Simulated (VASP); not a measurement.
The system is NaCl.

```
Na Cl
1.0
     0.00000    2.80273    2.80273
     2.80273    0.00000    2.80273
     2.80273    2.80273    0.00000
Na Cl
1 1
Direct
  0.00000 0.00000 0.00000
  0.50000 0.50000 0.50000
```

Base run:

* Program: VASP 6.6.1
* Functional: r2SCAN
* Potentials or basis: VASP PAW PBE potentials, release 64 (Na_pv, Cl)
* Cutoff: 520 eV
* k mesh: 8 × 8 × 8
* Occupations: gaussian, width 0.01 eV
* Spin: no spin polarisation

Its results: band gap on the k mesh 6.00 eV, direct; pressure -0.1 GPa.

The run is repeated on the same cell with these changes: functional from r2SCAN to PBE; occupations from gaussian, width 0.01 eV to fermi-dirac, width 0.02 eV. What comes out?

Band gap on the k mesh 5.18 eV, direct; pressure 1.2 GPa.

Caveats: the PAW data sets were made with another functional, which shifts forces and pressure a little (some runs).

A k mesh can miss the band edges.
